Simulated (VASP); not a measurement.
# Y (C2/m) in VASP: relaxation of cell and atoms with PBE

Aim: the relaxation of cell and atoms of Y with PBE.

Everything below comes from runs of VASP 6.6.1. Logs are shortened: lines on timing, memory, paths and dates and some standing lists are left out, and cuts for length are marked.

## (1) The cell of the first run

It takes space group C2/m (No. 12, monoclinic). Conventional cell: a = 7.394 Å, b = 4.409 Å, c = 9.792 Å, α = 90.00°, β = 102.17°, γ = 90.00°. Y (site symmetry m) has 1 Y at 1.94 Å within 2.6 Å. Y (site symmetry m) has 1 Y at 1.94 Å within 2.6 Å.

## (2) Relaxation of cell and atoms, PBE

Contents of INCAR:

```
SYSTEM = Y
ALGO     = Normal         ! electronic algorithm
EDIFF    = 1E-7           ! SCF threshold, eV
EDIFFG   = -0.04          ! ionic threshold
ENCUT    = 600            ! plane-wave cutoff, eV
GGA      = PE             ! functional
IBRION   = 2              ! ionic algorithm
ISIF     = 3              ! what is computed and relaxed
ISMEAR   = 0              ! smearing method
LASPH    = .TRUE.         ! aspherical terms in the spheres
LCHARG   = .FALSE.        ! write CHGCAR
LREAL    = .FALSE.        ! projectors in reciprocal space
LWAVE    = .FALSE.        ! write WAVECAR
NELM     = 60             ! most SCF steps
NSW      = 90             ! ionic steps
PREC     = Accurate       ! precision mode
SIGMA    = 0.1            ! smearing width, eV
```

Contents of KPOINTS:

```
k-points
0
G
  4 4 2
  0 0 0
```

Contents of POSCAR:

```
Y
1.0
    3.6968036256     -2.2046392531      0.0000000000
    3.6968036256      2.2046392531      0.0000000000
   -2.0648463043      0.0000000000      9.5713875455
Y
4
Direct
    0.0504000000      0.0504000000      0.0996000000
    0.9496000000      0.9496000000      0.9004000000
    0.5050000000      0.5050000000      0.6000000000
    0.4950000000      0.4950000000      0.4000000000
```

Potentials or basis: VASP PAW PBE potentials, release 64 (Y_sv).

Started as:

```bash
$ cat potpaw_PBE.64/Y_sv/POTCAR > POTCAR
$ mpirun -np 1 vasp_std > vasp.out
```

OUTCAR:

```text
SYSTEM = Y
   EDIFF = 1E-7
   EDIFFG = -0.04
   ENCUT = 600
   GGA = PE
   IBRION = 2
   ISIF = 3
   ISMEAR = 0
   LASPH = .TRUE.
   LREAL = .FALSE.
   NELM = 60
   NSW = 90
   PREC = Accurate

 ion  position               nearest neighbor table
   1  0.050  0.050  0.100-   2 1.94   4 3.77   4 3.77   4 3.92
   2  0.950  0.950  0.900-   1 1.94   3 3.77   3 3.77   3 3.92
   3  0.505  0.505  0.600-   4 1.94   2 3.77   2 3.77   2 3.92
   4  0.495  0.495  0.400-   3 1.94   1 3.77   1 3.77   1 3.92

 -----------------------------------------------------------------------------
|                                                                             |
|           W    W    AA    RRRRR   N    N  II  N    N   GGGG   !!!           |
|           W    W   A  A   R    R  NN   N  II  NN   N  G    G  !!!           |
|           W    W  A    A  R    R  N N  N  II  N N  N  G       !!!           |
|           W WW W  AAAAAA  RRRRR   N  N N  II  N  N N  G  GGG   !            |
|           WW  WW  A    A  R   R   N   NN  II  N   NN  G    G                |
|           W    W  A    A  R    R  N    N  II  N    N   GGGG   !!!           |
|                                                                             |
|     The distance between some ions is very small. Please check the          |
|     nearest-neighbor list in the OUTCAR file.                               |
|     I HOPE YOU KNOW WHAT YOU ARE DOING!                                     |
|                                                                             |
 -----------------------------------------------------------------------------

  LATTYP: Found a base centered monoclinic cell.
 ALAT       =     7.3936072512
 B/A-ratio  =     0.5963636364
 C/A-ratio  =     1.3243306311
 COS(beta)  =    -0.2108797750

  Lattice vectors:

 A1 = (   3.6968036256,  -2.2046392531,   0.0000000000)
 A2 = (   3.6968036256,   2.2046392531,   0.0000000000)
 A3 = (  -2.0648463043,   0.0000000000,   9.5713875455)

Analysis of symmetry for initial positions (statically):
=====================================================================
 Subroutine PRICEL returns:
 Original cell was already a primitive cell.

 Routine SETGRP: Setting up the symmetry group for a
 base centered monoclinic supercell.

 Subroutine GETGRP returns: Found  4 space group operations
 (whereof  4 operations were pure point group operations)
 out of a pool of  4 trial point group operations.

The static configuration has the point symmetry C_2h.

Analysis of symmetry for dynamics (positions and initial velocities):
=====================================================================
 Subroutine PRICEL returns:
 Original cell was already a primitive cell.

 Routine SETGRP: Setting up the symmetry group for a
 base centered monoclinic supercell.

 Subroutine GETGRP returns: Found  4 space group operations
 (whereof  4 operations were pure point group operations)
 out of a pool of  4 trial point group operations.

The dynamic configuration has the point symmetry C_2h.

 Subroutine INISYM returns: Found  4 space group operations
 (whereof  4 operations are pure point group operations),
 and found     1 'primitive' translations

----------------------------------------------------------------------------------------

                                     Primitive cell

  volume of cell :     156.0159

  direct lattice vectors                    reciprocal lattice vectors
     3.696803626 -2.204639253  0.000000000     0.135251977 -0.226794474  0.029178063
     3.696803626  2.204639253  0.000000000     0.135251977  0.226794474  0.029178063
    -2.064846304  0.000000000  9.571387546     0.000000000  0.000000000  0.104478060

  length of vectors
     4.304275930  4.304275930  9.791580557     0.265669325  0.265669325  0.104478060

  position of ions in fractional coordinates (direct lattice)
     0.050400000  0.050400000  0.099600000
     0.949600000  0.949600000  0.900400000
     0.505000000  0.505000000  0.600000000
     0.495000000  0.495000000  0.400000000

  ion indices of the primitive-cell ions
   primitive index   ion index
                 1           1
                 2           2
                 3           3
                 4           4

----------------------------------------------------------------------------------------

 KPOINTS: k-points

Automatic generation of k-mesh.
 Grid dimensions read from file:
 generate k-points for:    4    4    2

 Generating k-lattice:

  Cartesian coordinates                     Fractional coordinates (reciprocal lattice)
     0.033812994 -0.056698619  0.007294516     0.250000000  0.000000000 -0.000000000
     0.033812994  0.056698619  0.007294516     0.000000000  0.250000000 -0.000000000
     0.000000000  0.000000000  0.052239030     0.000000000  0.000000000  0.500000000

  Length of vectors
     0.066417331  0.066417331  0.052239030

  Shift w.r.t. Gamma in fractional coordinates (k-lattice)
     0.000000000  0.000000000  0.000000000

 Subroutine IBZKPT returns following result:
 ===========================================

 Found     14 irreducible k-points:

 Following reciprocal coordinates:
            Coordinates               Weight
  0.000000  0.000000  0.000000      1.000000
  0.250000  0.000000 -0.000000      4.000000
  0.500000  0.000000 -0.000000      2.000000
  0.250000  0.250000 -0.000000      2.000000
  0.500000  0.250000  0.000000      4.000000
 -0.250000  0.250000  0.000000      2.000000
  0.500000  0.500000 -0.000000      1.000000
  0.000000  0.000000  0.500000      1.000000
  0.250000  0.000000  0.500000      4.000000
  0.500000  0.000000  0.500000      2.000000
  0.250000  0.250000  0.500000      2.000000
  0.500000  0.250000  0.500000      4.000000
 -0.250000  0.250000  0.500000      2.000000
  0.500000  0.500000  0.500000      1.000000
   k-points           NKPTS =     14   k-points in BZ     NKDIM =     14   number of bands    NBANDS=     26
   number of dos      NEDOS =    301   number of ions     NIONS =      4
   total plane-waves  NPLWV = 103680
   dimension x,y,z NGX =    36 NGY =   36 NGZ =   80
   dimension x,y,z NGXF=    72 NGYF=   72 NGZF=  160
   ions per type =               4
   NGX,Y,Z   is equivalent  to a cutoff of  13.90, 13.90, 13.58 a.u.
   NGXF,Y,Z  is equivalent  to a cutoff of  27.81, 27.81, 27.17 a.u.
 SYSTEM =  Y
   PREC   = accura    normal or accurate (medium, high low for compatibility)
   ISTART =      0    job   : 0-new  1-cont  2-samecut
   ICHARG =      2    charge: 1-file 2-atom 10-const
   ISPIN  =      1    spin polarized calculation?
   LNONCOLLINEAR =      F non collinear calculations
   LSORBIT =      F    spin-orbit coupling
   LASPH  =      T    aspherical Exc in radial PAW
   ENCUT  =  600.0 eV  44.10 Ry    6.64 a.u.   8.60  8.60 19.56*2*pi/ulx,y,z
   NELM   =     60;   NELMIN=  2; NELMDL= -5     # of ELM steps
   EDIFF  = 0.1E-06   stopping-criterion for ELM
   LREAL  =      F    real-space projection
   EDIFFG = -.4E-01   stopping-criterion for IOM
   NSW    =     90    number of steps for IOM
   IBRION =      2    ionic relax: 0-MD 1-quasi-New 2-CG
   NFREE  =      1    steps in history (QN), initial steepest desc. (CG)
   ISIF   =      3    stress and relaxation
   ISYM   =      2    0-nonsym 1-usesym 2-fastsym
   POTIM  = 0.5000    time-step for ionic-motion
   TEBEG  =    0.0;   TEEND  =   0.0 temperature during run
   PSTRESS=    0.0 pullay stress
   NELECT =      44.0000    total number of electrons
   NUPDOWN=      -1.0000    fix difference up-down
   EMIN   =  10.00;   EMAX   =-10.00  energy-range for DOS
   EFERMI =   0.00;   METHOD = LEGACY
   ISMEAR =     0;   SIGMA  =   0.10  broadening in eV -4-tet -1-fermi 0-gaus
   EFERMI_NEDOS =   21; number of points for ismear=-14 and -15
   IALGO  =     38    algorithm
   IMIX   =      4    mixing-type and parameters
     AMIX     =   0.40;   BMIX     =  1.00
     AMIX_MAG =   1.60;   BMIX_MAG =  1.00
  volume/ion in A,a.u.               =      39.00       263.21
  Fermi-wavevector in a.u.,A,eV,Ry     =   1.073584  2.028780 15.681845  1.152583
  Thomas-Fermi vector in A             =   2.209388
   LORBIT       =      0    0 simple, 1 ext, 2 COOP (PROOUT), +10 PAW based schemes
   GGA     = PE    functional components
   LHFCALC =     F    Hartree Fock is set to
   AEXX    =    0.0000 exact exchange contribution
   IVDW    =     0    specifies the selected vdW correction
   LEPSILON=     F    determine dielectric tensor
   LRPA    =     F    only Hartree local field effects (RPA)
 conjugate gradient relaxation of ions
 non-spin polarized calculation
 Gauss-broadening in eV      SIGMA  =   0.10
  energy-cutoff  :      600.00
  volume of cell :      156.02
 maximum number of plane-waves:      5234
 NGX is ok and might be reduce to    36
   NGX = 17   NGY = 17   NGZ = 39

--------------------------------------- Ionic step        1  -------------------------------------------

 number of electron      44.0000001 magnetization

 Free energy of the ion-electron system (eV)
  ---------------------------------------------------
  ext. energy  EPLUGINS =         0.00000000
  ---------------------------------------------------
  free energy    TOTEN  =        -9.11599128 eV

  energy without entropy =       -9.06108161  energy(sigma->0) =       -9.08853644

------------------------ aborting loop because EDIFF is reached ----------------------------------------

  FORCE on cell =-STRESS in cart. coord.  units (eV):
  Direction    XX          YY          ZZ          XY          YZ          ZX
  --------------------------------------------------------------------------------------
  -------------------------------------------------------------------------------------
  Total       -5.6694804     -8.6789261     91.6843599      0.0000000      0.0000000     -0.0931507
  in kB      -58.2217190    -89.1266856    941.5362074      0.0000000      0.0000000     -0.9565950
  external PRESSURE =     264.7292676 kB  Pullay stress =       0.0000000 kB
[... 924 lines left out ...]
     25       5.6055      0.00000
     26       5.6196      0.00000

[... ionic steps 4 to 44 ...]

--------------------------------------- Ionic step       45  -------------------------------------------

 number of electron      44.0000001 magnetization

------------------------ aborting loop because EDIFF is reached ----------------------------------------
[... 71 lines left out ...]
--------------------------------------- Ionic step       47  -------------------------------------------

 number of electron      44.0000001 magnetization

 Free energy of the ion-electron system (eV)
  ---------------------------------------------------
  ext. energy  EPLUGINS =         0.00000000
  ---------------------------------------------------
  free energy    TOTEN  =       -25.40617972 eV

  energy without entropy =      -25.35877773  energy(sigma->0) =      -25.38247872

 E-fermi :   2.8853     XC(G=0):  -9.3498

 val. band max:        2.8570190892   @ k =  -0.2500   0.2500   0.0000
 cond. band min:       2.8986514441   @ k =   0.2500   0.0000  -0.0000
 fundamental gap:      0.0416323549
 Fermi energy:         2.8852636669
[... 435 lines left out ...]
  FREE ENERGIE OF THE ION-ELECTRON SYSTEM (eV)
  ---------------------------------------------------
  free  energy   TOTEN  =       -25.4061797159 eV

  energy  without entropy=      -25.3587777308  energy(sigma->0) =      -25.38247872

 reached required accuracy - stopping structural energy minimisation
```

It took 57 min on 1 thread of AMD EPYC 7R43 (Zen 3), shared host; peak memory 0.37 GiB.

Results:

```
Free energy                           : -25.4062 eV
Relaxed volume                        : 33.40 Å³/atom
Relaxed cell                          : a = 3.597 Å, b = 3.597 Å, c = 12.676 Å, α = 107.16°, β = 107.16°, γ = 60.04°
Space group after relaxing (to 0.1 Å) : C2/m (No. 12)
Energy gained by relaxing             : 4072.5 meV/atom
Ionic steps                           : 47
Pressure after relaxing               : 0.0 GPa
Largest force after relaxing          : 0.038 eV/Å
Band gap on the k mesh                : zero (bands 22 and 23 overlap by 1.06 eV)
```

Forces in eV/Å, atoms in the order of the input:
```
Y   -0.016  0.000 -0.003
Y    0.016  0.000  0.003
Y    0.037  0.000  0.012
Y   -0.037  0.000 -0.012
```

Step by step:
```
step  energy change (eV)  largest force (eV/Å)  pressure (GPa)  volume (Å³)
   1              0.0000               25.8470           26.47       156.02
   3             -6.7655                3.5446            2.92       267.18
   5             -9.1227                2.5604            2.23       245.92
   7            -12.2100                2.4788           -1.79       181.15
   9            -12.4525                1.9892           -1.93       171.40
  11            -14.3072                1.5554           -2.22       160.52
  13            -15.8339                0.4919           -1.62       143.84
  15            -15.8626                0.4315           -1.22       141.68
  17            -15.9935                0.3846            1.07       131.07
  19            -16.0314                0.1409           -0.14       133.68
  21            -16.0430                0.0751            0.01       132.67
  23            -16.0489                0.0815            0.05       132.34
  25            -16.0589                0.1398           -0.03       132.49
  27            -16.0669                0.1681           -0.04       132.62
  29            -16.0878                0.4452            1.56       128.45
  31            -16.0934                0.3692            1.03       129.75
  33            -16.1066                0.3966            1.01       129.95
  35            -16.1270                0.4782            1.09       130.57
  37            -16.1658                0.3457           -0.39       135.77
  39            -16.1958                0.3279           -0.19       134.94
  41            -16.2541                0.1524           -0.38       135.00
  43            -16.2864                0.0707           -0.01       133.63
  45            -16.2897                0.0418            0.04       133.39
  47            -16.2902                0.0385           -0.02       133.59
```

Final structure:
```xyz
4
Lattice="3.0963 -1.7996 -0.3362 3.0963 1.7996 -0.3362 -3.0084 0.0000 12.3138" Properties=species:S:1:pos:R:3 pbc="T T T"
Y     0.1210    0.0000    1.6830
Y     3.0631    0.0000    9.9584
Y     0.6834    0.0000    7.3553
Y     2.5007    0.0000    4.2861
```

Caveat: the k points lie up to 0.51 Å⁻¹ apart in the final cell, too coarse for converged energies and pressures of a metal; a cell axis changed by over 15 % at a fixed basis, so the end point is rough.
